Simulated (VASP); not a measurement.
# ZrB (Fm-3m) in VASP: settings compared

The runs below take ZrB through single point, with PBE+D3(BJ), PBE+D4, PBE.

All numbers are computed with VASP 6.6.1; they aren't measurements. Logs are shortened: lines on timing, memory, paths and dates and some standing lists are left out, and cuts for length are marked.

## (1) The cell of the first run

The structure is cubic, space group Fm-3m (No. 225). The conventional cell has a = 4.860 Å, b = 4.860 Å, c = 4.860 Å, α = 90.00°, β = 90.00°, γ = 90.00°. Zr (site symmetry m-3m) has 6 B at 2.43 Å within 3.2 Å. Within 3.2 Å of B (site symmetry m-3m) lie 6 Zr at 2.43 Å.

## (2) Single point, PBE+D3(BJ)

Input file INCAR:

```
ALGO = Normal
EDIFF = 1E-6
ENCUT = 520
GGA = PE
ISIF = 2
ISMEAR = -1
IVDW = 12
LASPH = T
LCHARG = F
LREAL = F
LWAVE = F
NBANDS = 14
NELM = 80
PREC = Accurate
SIGMA = 0.05
```

Input file KPOINTS:

```
k-points
0
Gamma
  10 10 10
```

Input file POSCAR:

```
ZrB
1.0
    0.0000000000      2.4298294791      2.4298294791
    2.4298294791      0.0000000000      2.4298294791
    2.4298294791      2.4298294791      0.0000000000
Zr B
1 1
Direct
    0.0000000000      0.0000000000      0.0000000000
    0.5000000000      0.5000000000      0.5000000000
```

Potentials or basis: VASP PAW PBE potentials, release 64 (Zr_sv, B).

Started as:

```console
cat potpaw_PBE.64/Zr_sv/POTCAR potpaw_PBE.64/B/POTCAR > POTCAR
mpirun -np 1 vasp_std > vasp.out
```

OUTCAR:

```text
EDIFF = 1E-6
   ENCUT = 520
   GGA = PE
   ISIF = 2
   ISMEAR = -1
   IVDW = 12
   LASPH = T
   LREAL = F
   NELM = 80
   PREC = Accurate
 IVDW          = 12

 ion  position               nearest neighbor table
   1  0.000  0.000  0.000-   2 2.43   2 2.43   2 2.43   2 2.43   2 2.43   2 2.43
   2  0.500  0.500  0.500-   1 2.43   1 2.43   1 2.43   1 2.43   1 2.43   1 2.43

  LATTYP: Found a face centered cubic cell.
 ALAT       =     4.8596589582

  Lattice vectors:

 A1 = (   0.0000000000,   2.4298294791,   2.4298294791)
 A2 = (   2.4298294791,   0.0000000000,   2.4298294791)
 A3 = (   2.4298294791,   2.4298294791,   0.0000000000)

Analysis of symmetry for initial positions (statically):
=====================================================================
 Subroutine PRICEL returns:
 Original cell was already a primitive cell.

 Routine SETGRP: Setting up the symmetry group for a
 face centered cubic supercell.

 Subroutine GETGRP returns: Found 48 space group operations
 (whereof 48 operations were pure point group operations)
 out of a pool of 48 trial point group operations.

The static configuration has the point symmetry O_h .

Analysis of symmetry for dynamics (positions and initial velocities):
=====================================================================
 Subroutine PRICEL returns:
 Original cell was already a primitive cell.

 Routine SETGRP: Setting up the symmetry group for a
 face centered cubic supercell.

 Subroutine GETGRP returns: Found 48 space group operations
 (whereof 48 operations were pure point group operations)
 out of a pool of 48 trial point group operations.

The dynamic configuration has the point symmetry O_h .

 Subroutine INISYM returns: Found 48 space group operations
 (whereof 48 operations are pure point group operations),
 and found     1 'primitive' translations

----------------------------------------------------------------------------------------

                                     Primitive cell

  volume of cell :      28.6918

  direct lattice vectors                    reciprocal lattice vectors
     0.000000000  2.429829479  2.429829479    -0.205775757  0.205775757  0.205775757
     2.429829479  0.000000000  2.429829479     0.205775757 -0.205775757  0.205775757
     2.429829479  2.429829479  0.000000000     0.205775757  0.205775757 -0.205775757

  length of vectors
     3.436297804  3.436297804  3.436297804     0.356414066  0.356414066  0.356414066

  position of ions in fractional coordinates (direct lattice)
     0.000000000  0.000000000  0.000000000
     0.500000000  0.500000000  0.500000000

  ion indices of the primitive-cell ions
   primitive index   ion index
                 1           1
                 2           2

----------------------------------------------------------------------------------------

 KPOINTS: k-points

Automatic generation of k-mesh.
 Grid dimensions read from file:
 generate k-points for:   10   10   10

 Generating k-lattice:

  Cartesian coordinates                     Fractional coordinates (reciprocal lattice)
    -0.020577576  0.020577576  0.020577576     0.100000000  0.000000000  0.000000000
     0.020577576 -0.020577576  0.020577576     0.000000000  0.100000000  0.000000000
     0.020577576  0.020577576 -0.020577576     0.000000000  0.000000000  0.100000000

  Length of vectors
     0.035641407  0.035641407  0.035641407

  Shift w.r.t. Gamma in fractional coordinates (k-lattice)
     0.000000000  0.000000000  0.000000000

 Subroutine IBZKPT returns following result:
 ===========================================

 Found     47 irreducible k-points:

 Following reciprocal coordinates:
            Coordinates               Weight
  0.000000  0.000000  0.000000      1.000000
  0.100000  0.000000  0.000000      8.000000
  0.200000  0.000000  0.000000      8.000000
  0.300000  0.000000  0.000000      8.000000
  0.400000  0.000000  0.000000      8.000000
  0.500000  0.000000  0.000000      4.000000
[... 16 lines left out ...]
  0.300000  0.300000  0.000000      6.000000
  0.400000  0.300000  0.000000     24.000000
 [... further k-points ...]
   k-points           NKPTS =     47   k-points in BZ     NKDIM =     47   number of bands    NBANDS=     14
   number of dos      NEDOS =    301   number of ions     NIONS =      2
   total plane-waves  NPLWV =  21952
   dimension x,y,z NGX =    28 NGY =   28 NGZ =   28
   dimension x,y,z NGXF=    56 NGYF=   56 NGZF=   56
   ions per type =               1   1
   NGX,Y,Z   is equivalent  to a cutoff of  13.55, 13.55, 13.55 a.u.
   NGXF,Y,Z  is equivalent  to a cutoff of  27.09, 27.09, 27.09 a.u.
 SYSTEM =  unknown system
   PREC   = accura    normal or accurate (medium, high low for compatibility)
   ISTART =      0    job   : 0-new  1-cont  2-samecut
   ICHARG =      2    charge: 1-file 2-atom 10-const
   ISPIN  =      1    spin polarized calculation?
   LNONCOLLINEAR =      F non collinear calculations
   LSORBIT =      F    spin-orbit coupling
   LASPH  =      T    aspherical Exc in radial PAW
   ENCUT  =  520.0 eV  38.22 Ry    6.18 a.u.   6.39  6.39  6.39*2*pi/ulx,y,z
   NELM   =     80;   NELMIN=  2; NELMDL= -5     # of ELM steps
   EDIFF  = 0.1E-05   stopping-criterion for ELM
   LREAL  =      F    real-space projection
   EDIFFG = 0.1E-04   stopping-criterion for IOM
   NSW    =      0    number of steps for IOM
   IBRION =     -1    ionic relax: 0-MD 1-quasi-New 2-CG
   NFREE  =      0    steps in history (QN), initial steepest desc. (CG)
   ISIF   =      2    stress and relaxation
   ISYM   =      2    0-nonsym 1-usesym 2-fastsym
   POTIM  = 0.5000    time-step for ionic-motion
   TEBEG  =    0.0;   TEEND  =   0.0 temperature during run
   PSTRESS=    0.0 pullay stress
   NELECT =      15.0000    total number of electrons
   NUPDOWN=      -1.0000    fix difference up-down
   EMIN   =  10.00;   EMAX   =-10.00  energy-range for DOS
   EFERMI =   0.00;   METHOD = LEGACY
   ISMEAR =    -1;   SIGMA  =   0.05  broadening in eV -4-tet -1-fermi 0-gaus
   EFERMI_NEDOS =   21; number of points for ismear=-14 and -15
   IALGO  =     38    algorithm
   IMIX   =      4    mixing-type and parameters
     AMIX     =   0.40;   BMIX     =  1.00
     AMIX_MAG =   1.60;   BMIX_MAG =  1.00
  volume/ion in A,a.u.               =      14.35        96.81
  Fermi-wavevector in a.u.,A,eV,Ry     =   1.318822  2.492212 23.664490  1.739291
  Thomas-Fermi vector in A             =   2.448764
   LORBIT       =      0    0 simple, 1 ext, 2 COOP (PROOUT), +10 PAW based schemes
   GGA     = PE    functional components
   LHFCALC =     F    Hartree Fock is set to
   AEXX    =    0.0000 exact exchange contribution
   IVDW    =    12    specifies the selected vdW correction
   LEPSILON=     F    determine dielectric tensor
   LRPA    =     F    only Hartree local field effects (RPA)
 non-spin polarized calculation
  energy-cutoff  :      520.00
  volume of cell :       28.69
 maximum number of plane-waves:       785
 NGX is ok and might be reduce to    28
   NGX = 13   NGY = 13   NGZ = 13

 number of electron      15.0000000 magnetization

 Free energy of the ion-electron system (eV)
  ---------------------------------------------------
  ext. energy  EPLUGINS =         0.00000000
  ---------------------------------------------------
  free energy    TOTEN  =       -15.99345083 eV

  energy without entropy =      -15.98162544  energy(sigma->0) =      -15.98753813

 E-fermi :   7.6983     XC(G=0): -11.5999

 val. band max:        7.6896426156   @ k =  -0.2000   0.1000   0.0000
 cond. band min:       7.7081641620   @ k =   0.3000   0.2000   0.1000
 fundamental gap:      0.0185215464
 Fermi energy:         7.6983425028

 k-point     1 :       0.0000    0.0000    0.0000
  band No.  band energies     occupation
      1     -39.6509      2.00000
      2     -17.4674      2.00000
      3     -17.4674      2.00000
      4     -17.4674      2.00000
      5      -0.3913      2.00000
      6       9.4863      0.00000
      7       9.4863      0.00000
      8       9.4863      0.00000
      9      10.9407      0.00000
     10      10.9407      0.00000
     11      11.1951      0.00000
     12      11.1951      0.00000
     13      11.1951      0.00000
     14      18.4647      0.00000

 k-point     2 :       0.1000    0.0000    0.0000
  band No.  band energies     occupation
      1     -39.6446      2.00000
      2     -17.5273      2.00000
      3     -17.4734      2.00000
      4     -17.4734      2.00000
      5      -0.1623      2.00000
      6       8.7903      0.00000
      7       9.2021      0.00000
      8       9.2021      0.00000
      9      10.0525      0.00000
     10      10.0525      0.00000
     11      11.4941      0.00000
     12      12.8247      0.00000
     13      12.8247      0.00000
     14      19.0076      0.00000

 k-point     3 :       0.2000    0.0000    0.0000
  band No.  band energies     occupation
      1     -39.6283      2.00000
      2     -17.6809      2.00000
      3     -17.4890      2.00000
      4     -17.4890      2.00000
      5       0.4816      2.00000
      6       7.5117      1.95325
      7       8.1195      0.00044
      8       8.1195      0.00044
      9      10.4935      0.00000
     10      10.4935      0.00000
     11      11.8784      0.00000
     12      14.7791      0.00000
     13      14.7791      0.00000
     14      19.6186      0.00000

 k-point     4 :       0.3000    0.0000    0.0000
  band No.  band energies     occupation
      1     -39.6080      2.00000
      2     -17.8648      2.00000
      3     -17.5082      2.00000
      4     -17.5082      2.00000
      5       1.4282      2.00000
      6       6.1868      2.00000
      7       7.2377      1.99980
      8       7.2377      1.99980
      9      11.3437      0.00000
     10      11.3437      0.00000
     11      12.3564      0.00000
     12      16.7611      0.00000
     13      16.7611      0.00000
     14      18.5492      0.00000

 k-point     5 :       0.4000    0.0000    0.0000
  band No.  band energies     occupation
      1     -39.5915      2.00000
      2     -18.0092      2.00000
      3     -17.5236      2.00000
      4     -17.5236      2.00000
      5       2.5385      2.00000
      6       4.9295      2.00000
      7       6.6941      2.00000
      8       6.6941      2.00000
      9      12.2458      0.00000
     10      12.2458      0.00000
     11      13.1592      0.00000
[... 276 lines left out ...]
 k-point    22 :      -0.2000    0.2000    0.0000
  band No.  band energies     occupation
      1     -39.6009      2.00000
      2     -17.8314      2.00000
      3     -17.6278      2.00000
      4     -17.5018      2.00000
      5       1.6673      2.00000
      6       6.0347      2.00000
      7       7.0958      1.99999
      8       7.1378      1.99997
      9      10.7503      0.00000
     10      12.5534      0.00000
     11      13.2451      0.00000
     12      14.4361      0.00000
     13      18.3048      0.00000
     14      18.7811      0.00000

 k-point    23 :       0.3000    0.3000    0.0000
  band No.  band energies     occupation
      1     -39.5936      2.00000
      2     -17.8288      2.00000
      3     -17.6047      2.00000
      4     -17.6047      2.00000
      5       1.4281      2.00000
      6       5.9664      2.00000
      7       7.5830      1.81874
      8       9.1708      0.00000
      9       9.1708      0.00000
     10      11.8373      0.00000
     11      13.9040      0.00000
     12      13.9040      0.00000
     13      17.0872      0.00000
     14      21.2295      0.00000

 k-point    24 :       0.4000    0.3000    0.0000
  band No.  band energies     occupation
      1     -39.5805      2.00000
      2     -17.9059      2.00000
      3     -17.6451      2.00000
      4     -17.6267      2.00000
      5       1.7147      2.00000
      6       5.9951      2.00000
      7       7.1305      1.99998
      8       8.8569      0.00000
      9       9.5847      0.00000
     10      12.5508      0.00000
     11      13.9182      0.00000
     12      14.1592      0.00000
     13      17.6503      0.00000
     14      19.8991      0.00000

 [... further k-points ...]

------------------------ aborting loop because EDIFF is reached ----------------------------------------

 Edisp (eV)   -0.78520

 E8    (eV) :    -0.3664

  FORCE on cell =-STRESS in cart. coord.  units (eV):
  Direction    XX          YY          ZZ          XY          YZ          ZX
  --------------------------------------------------------------------------------------
  -------------------------------------------------------------------------------------
  Total       0.02096     0.02096     0.02096    -0.00000     0.00000    -0.00000
  in kB       1.17036     1.17036     1.17036    -0.00000     0.00000    -0.00000
  external pressure =        1.17 kB  Pullay stress =        0.00 kB

 VOLUME and BASIS-vectors are now :
 -----------------------------------------------------------------------------
  energy-cutoff  :      520.00
  volume of cell :       28.69
      direct lattice vectors                 reciprocal lattice vectors
     0.000000000  2.429829479  2.429829479    -0.205775757  0.205775757  0.205775757
     2.429829479  0.000000000  2.429829479     0.205775757 -0.205775757  0.205775757
     2.429829479  2.429829479  0.000000000     0.205775757  0.205775757 -0.205775757

 POSITION                                       TOTAL-FORCE (eV/Angst)
 -----------------------------------------------------------------------------------
      0.00000      0.00000      0.00000         0.000000     -0.000000     -0.000000
      2.42983      2.42983      2.42983         0.000000      0.000000      0.000000
 -----------------------------------------------------------------------------------
    total drift:                               -0.000000      0.000000      0.000000

  FREE ENERGIE OF THE ION-ELECTRON SYSTEM (eV)
  ---------------------------------------------------
  free  energy   TOTEN  =       -16.7786505759 eV

  energy  without entropy=      -16.7668251837  energy(sigma->0) =      -16.77273788
```

It took 15 s on 1 thread of Intel Xeon Platinum 8488C (Sapphire Rapids), shared host; peak memory 0.18 GiB.

Results:

* Free energy: -16.7787 eV
* Pressure: 0.1 GPa
* Dispersion energy per atom: -0.393 eV

Caveat: pairwise dispersion overbinds metals, which lowers pressure and volume.

## (3) Single point, PBE+D4

This run uses another cell than the first one, of 14.44 Å³/atom, 1.006 times its volume.

Input file INCAR:

```
SYSTEM = ZrB
PREC     = Accurate       ! precision mode
ENCUT    = 520            ! plane-wave cutoff, eV
EDIFF    = 1E-6           ! SCF threshold, eV
ISMEAR   = -1             ! smearing method
SIGMA    = 0.05           ! smearing width, eV
LREAL    = .False.        ! projectors in reciprocal space
LASPH    = .True.         ! aspherical terms in the spheres
NELM     = 80             ! most SCF steps
ALGO     = Normal         ! electronic algorithm
ISIF     = 2              ! what is computed and relaxed
LWAVE    = .False.        ! write WAVECAR
LCHARG   = .False.        ! write CHGCAR
GGA      = PE             ! functional
IVDW     = 13             ! dispersion correction
NBANDS   = 14             ! bands
```

Input file KPOINTS:

```
Automatic mesh
0
Gamma
  10 10 10
  0 0 0
```

Input file POSCAR:

```
ZrB
1.0
    0.0000000000      2.4350203888      2.4350203888
    2.4350203888      0.0000000000      2.4350203888
    2.4350203888      2.4350203888      0.0000000000
Zr B
1 1
Direct
    0.0000000000      0.0000000000      0.0000000000
    0.5000000000      0.5000000000      0.5000000000
```

Potentials or basis: VASP PAW PBE potentials, release 64 (Zr_sv, B).

Started as:

```console
cat potpaw_PBE.64/Zr_sv/POTCAR potpaw_PBE.64/B/POTCAR > POTCAR
mpirun -np 1 vasp_std > vasp.out
```

Run time: 19 s. Hardware: 1 thread of Intel Xeon Platinum 8488C (Sapphire Rapids), shared host; peak memory 0.16 GiB.

Results (log left out):

```yaml
Free_energy: -16.5434 eV
Pressure: 0.1 GPa
Dispersion_energy_per_atom: -0.273 eV
```

Levels at points of the mesh, in eV from the Fermi level:
| k point | band 5 | band 6 | band 7 | band 8 | band 9 | band 10 | band 11 | band 12 |
| --- | --- | --- | --- | --- | --- | --- | --- | --- |
| (0.00, 0.00, 0.00) | -8.08 | 1.78 | 1.78 | 1.78 | 3.22 | 3.22 | 3.48 | 3.48 |
| (0.50, 0.00, 0.00) | -4.12 | -3.84 | -1.18 | -1.18 | 4.94 | 4.94 | 6.25 | 7.60 |
| (0.50, 0.50, 0.00) | -6.14 | -0.80 | -0.73 | 2.11 | 2.11 | 4.68 | 5.88 | 5.88 |

Caveat: pairwise dispersion overbinds metals, which lowers pressure and volume.

## (4) Single point, PBE

This run uses another cell than the first one, of 12.57 Å³/atom, 0.876 times its volume.

Input file INCAR:

```
PREC = Accurate
ENCUT = 520
EDIFF = 1E-7
ISMEAR = 0
SIGMA = 0.011
LREAL = False
LASPH = True
NELM = 100
ALGO = Normal
ISIF = 2
LWAVE = False
LCHARG = False
GGA = PE
NBANDS = 14
```

Input file KPOINTS:

```
regular mesh
0
Gamma
  10 10 10
```

Input file POSCAR:

```
ZrB
1.0
    0.0000000000      2.3250000000      2.3250000000
    2.3250000000      0.0000000000      2.3250000000
    2.3250000000      2.3250000000      0.0000000000
Zr B
1 1
Direct
    0.0000000000      0.0000000000      0.0000000000
    0.5000000000      0.5000000000      0.5000000000
```

Started as:

```console
cat potpaw_PBE.64/Zr_sv/POTCAR potpaw_PBE.64/B/POTCAR > POTCAR
mpirun -np 1 vasp_std > vasp.out
```

It took 15 s on 1 thread of Intel Xeon Platinum 8259CL at 2.50GHz (Skylake/Cascade Lake), shared host; peak memory 0.15 GiB.

The run converged. Its results:

* Free energy: -15.5819 eV
* Pressure: 34.6 GPa

Levels at points of the mesh, in eV from the Fermi level:
```
           k point  band 4  band 5  band 6  band 7  band 8  band 9  band 10  band 11  band 12  band 13
(0.00, 0.00, 0.00)  -24.51   -8.34    1.93    1.93    1.93    3.70     3.70     3.80     3.80     3.80
(0.50, 0.00, 0.00)  -24.60   -4.20   -3.62   -1.42   -1.42    5.78     5.78     7.37     8.26    13.38
(0.50, 0.50, 0.00)  -24.84   -6.51   -1.12   -0.30    2.53    2.53     5.48     6.94     6.94    10.67
```

## (5) Single point, PBE

This run uses another cell than the first one, of 14.74 Å³/atom, 1.027 times its volume.

Input file INCAR:

```
SYSTEM = ZrB
ALGO = Normal ; EDIFF = 1E-6
ENCUT = 520 ; GGA = PE
ISIF = 2 ; ISMEAR = -1
LASPH = .True. ; LCHARG = .False.
LREAL = .False. ; LWAVE = .False.
NBANDS = 14 ; NELM = 80
PREC = Accurate ; SIGMA = 0.05
```

Input file KPOINTS:

```
k-points
0
Gamma
  10 10 10
  0 0 0
```

Input file POSCAR:

```
ZrB
1.0
    0.0000000000      2.4518709324      2.4518709324
    2.4518709324      0.0000000000      2.4518709324
    2.4518709324      2.4518709324      0.0000000000
Zr B
1 1
Direct
    0.0000000000      0.0000000000      0.0000000000
    0.5000000000      0.5000000000      0.5000000000
```

Started as:

```console
cat potpaw_PBE.64/Zr_sv/POTCAR potpaw_PBE.64/B/POTCAR > POTCAR
mpirun -np 1 vasp_std > vasp.out
```

It took 25 s on 1 thread of Intel Xeon Platinum 8259CL at 2.50GHz (Skylake/Cascade Lake), shared host; peak memory 0.16 GiB.

It converged, with:

| Item | Value |
| --- | --- |
| Free energy | -16.0054 eV |
| Pressure | 0.1 GPa |

Levels at points of the mesh, in eV from the Fermi level:
| k point | band 6 | band 7 | band 8 | band 9 | band 10 | band 11 |
| --- | --- | --- | --- | --- | --- | --- |
| (0.00, 0.00, 0.00) | 1.75 | 1.75 | 1.75 | 3.15 | 3.15 | 3.43 |
| (0.50, 0.00, 0.00) | -3.79 | -1.15 | -1.15 | 4.82 | 4.82 | 6.09 |
| (0.50, 0.50, 0.00) | -0.78 | -0.76 | 2.05 | 2.05 | 4.56 | 5.73 |

[end of part 1 of 2]
